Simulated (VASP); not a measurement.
Input of a VASP 6.6.1 run:

INCAR

```
SYSTEM = Gd
ALGO     = Normal         ! electronic algorithm
EDIFF    = 1E-7           ! SCF threshold, eV
ENCUT    = 520            ! plane-wave cutoff, eV
GGA      = PS             ! functional
ISIF     = 2              ! what is computed and relaxed
ISMEAR   = 0              ! smearing method
ISPIN    = 2              ! spin polarisation
LASPH    = .True.         ! aspherical terms in the spheres
LCHARG   = .False.        ! write CHGCAR
LMAXMIX  = 6              ! l up to which the mixer works
LORBIT   = 11             ! projections on sites
LREAL    = .False.        ! projectors in reciprocal space
LWAVE    = .False.        ! write WAVECAR
MAGMOM   = 7              ! initial moments
NBANDS   = 19             ! bands
NELM     = 150            ! most SCF steps
PREC     = Accurate       ! precision mode
SIGMA    = 0.05           ! smearing width, eV
```

Contents of KPOINTS:

```
k-points
0
Gamma
  14 14 14
  0 0 0
```

The input POSCAR:

```
Gd
1.0
    0.0000000000      2.5858190900      2.5858190900
    2.5858190900      0.0000000000      2.5858190900
    2.5858190900      2.5858190900      0.0000000000
Gd
1
Direct
    0.0000000000      0.0000000000      0.0000000000
```

Potentials or basis: VASP PAW PBE potentials, release 64 (Gd).

Launch:

```console
$ cat potpaw_PBE.64/Gd/POTCAR > POTCAR
$ mpirun -np 1 vasp_std > vasp.out
```

(1) Predict the pressure.

(2) Estimate the site moments.

## Answers

(1) -3.6 GPa.

(2) Gd +6.93 μB.

Caveat: the cell stands under tension; the PAW data sets were made with another functional, which shifts forces and pressure a little.
